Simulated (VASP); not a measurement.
## Rh: single point with RPBE

Crystal: Rh.

```xyz
1
Lattice="0.0000 1.9270 1.9270 1.9270 0.0000 1.9270 1.9270 1.9270 0.0000" Properties=species:S:1:pos:R:3 pbc="T T T"
Rh    0.0000    0.0000    0.0000
```

```yaml
Program: VASP 6.6.1
Task: single point
Functional: RPBE
Potentials_or_basis: VASP PAW PBE potentials, release 64 (Rh_pv)
Cutoff: 520 eV
k_mesh: 14 × 14 × 14
Occupations: fermi-dirac, width 0.05 eV
Spin: non-collinear spin, typed start, spin-orbit coupling
Starting_moments: "[[0.0, 0.0, 1.0]] μB"
```

| Property | Result |
| --- | --- |
| Pressure | 0.4 GPa |
| Net moment | 0.00 μB per cell |
| Valence electrons inside the program's atomic spheres | Rh 13.73 |

Moments on the atoms (μB; x, y, z):
```
Rh  0.00 0.00 0.00
```

Run time: 110 s on 1 thread of AMD EPYC 9R45 96-Core Processor (Zen 5), on a shared host, peak memory 0.27 GiB.

Caveat: the PAW data sets were made with another functional, which shifts forces and pressure a little.
